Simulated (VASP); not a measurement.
A run of VASP 6.6.1 is set up as follows.

Contents of INCAR:

```
PREC = Accurate
ENCUT = 500
EDIFF = 1E-6
ISMEAR = 0
SIGMA = 0.01
LREAL = F
LASPH = T
NELM = 120
ALGO = Normal
ISIF = 2
LWAVE = F
LCHARG = F
GGA = PS
NBANDS = 16
GGA_COMPAT = F
```

KPOINTS

```
regular mesh
0
Gamma
  3 3 3
```

File POSCAR:

```
InP
1.0
    4.1443530000      0.0000000000      0.0000000000
    2.0721765000      3.5891149803      0.0000000000
    2.0721765000      1.1963716601      3.3838500547
In P
1 1
Direct
    0.0000000000      0.0000000000      0.0000000000
    0.2500000000      0.2500000000      0.2500000000
```

Potentials or basis: VASP PAW PBE potentials, release 64 (In_d, P).

Command:

```bash
$ cat potpaw_PBE.64/In_d/POTCAR potpaw_PBE.64/P/POTCAR > POTCAR
$ mpirun -np 1 vasp_std > vasp.out
```

(1) Predict the band gap on the k mesh.

(2) Predict the pressure.

Answers

(1) 0.57 eV, direct.

(2) 1.5 GPa.

Caveat: the k points lie up to 0.62 Å⁻¹ apart; the PAW data sets were made with another functional, which shifts forces and pressure a little; spin-orbit coupling is left out, which moves the levels of the heavy elements.
